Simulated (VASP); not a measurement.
Set up this calculation in VASP 6.6.1, as the native input.

```yaml
Task: single point
Functional: LDA
Potentials_or_basis: VASP PAW LDA potentials, release 64 (C)
Cutoff: 520 eV
k_mesh: 12 × 12 × 4
Occupations: gaussian, width 0.05 eV
Spin: no spin polarisation
Dipole_correction: no
Further_INCAR_settings: ALGO = Normal; EDIFF = 1e-06; NBANDS = 26
```

The structure of C lies in POSCAR:

```
C
1.0
    2.5477576841      0.0000000000      0.0000000000
   -1.2738788420      2.2064228771      0.0000000000
    0.0000000000      0.0000000000      7.8306598603
C
8
Direct
    0.0000000000      0.0000000000      0.0870930396
    0.0000000000      0.0000000000      0.5870930396
    0.0000000000      0.0000000000      0.4129069604
    0.0000000000      0.0000000000      0.9129069604
    0.3333333333      0.6666666667      0.1600876728
    0.6666666667      0.3333333333      0.6600876728
    0.3333333333      0.6666666667      0.3399123272
    0.6666666667      0.3333333333      0.8399123272
```

This cell differs from its parent crystal: mode 21 frozen in at -0.048 Å, strain +e along z and -e/2 along x and y -0.0467.

The input as run:

INCAR

```
PREC     = Accurate       # precision mode
ENCUT    = 520            # plane-wave cutoff, eV
EDIFF    = 1E-6           # SCF threshold, eV
ISMEAR   = 0              # smearing method
SIGMA    = 0.05           # smearing width, eV
LREAL    = F              # projectors in reciprocal space
LASPH    = T              # aspherical terms in the spheres
NELM     = 60             # most SCF steps
ALGO     = Normal         # electronic algorithm
ISIF     = 2              # what is computed and relaxed
LWAVE    = F              # write WAVECAR
LCHARG   = T              # write CHGCAR
GGA      = CA             # functional
LELF     = T              # ELF
LVHAR    = T            
NBANDS   = 26             # bands
```

KPOINTS

```
Automatic mesh
0
Gamma
  12 12 4
```

Potentials or basis: VASP PAW LDA potentials, release 64 (C).

Run with:

```bash
$ cat potpaw_LDA.64/C/POTCAR > POTCAR
$ mpirun -np 1 vasp_std > vasp.out
```

It gave:

```json
{"Pressure": "14.4 GPa", "Largest force": "5.720 eV/Å", "Band gap on the k mesh": "3.01 eV, direct"}
```

Caveat: the cell differs from its parent crystal (mode 21 frozen in at -0.048 Å, strain +e along z and -e/2 along x and y -0.0467); forces of over 1 eV/Å act on the atoms, so gaps and moduli don't describe the material at rest.

Run time: 59 s on 1 thread of AMD EPYC 7R43 64-Core Processor (Zen 3), on a shared host, peak memory 0.12 GiB.
